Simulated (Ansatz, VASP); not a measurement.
**Two plane-wave programs on Zn**

```
CELL_PARAMETERS angstrom
0.00000 2.82611 2.82611
2.82611 0.00000 2.82611
2.82611 2.82611 0.00000
ATOMIC_POSITIONS crystal
Zn 0.87500 0.87500 0.87500
Zn 0.12500 0.12500 0.12500
```

Alike in both runs: functional PBEsol; k mesh 13 × 13 × 13; occupations fermi-dirac, width 0.05 eV; no spin polarisation.

Ansatz relaxed the structure, and its values are those at the end. VASP's run is a single point on that final structure, the one shown.

|  | VASP | Ansatz |
| --- | --- | --- |
| version | VASP 6.6.1 | Ansatz 0.2.0 |
| potentials or method | VASP PAW PBE potentials, release 64 (Zn) | PAW with Ansatz's default frozen-core files, scalar-relativistic |
| plane-wave cutoff (eV) | 520 | 420 |
| valence electrons in the cell | 24 | 24 |

|  | VASP | Ansatz | Ansatz less VASP |
| --- | --- | --- | --- |
| pressure (GPa) | 0.3 | 0.0 | -0.23 |

VASP's potentials were made for PBE, not for PBEsol.
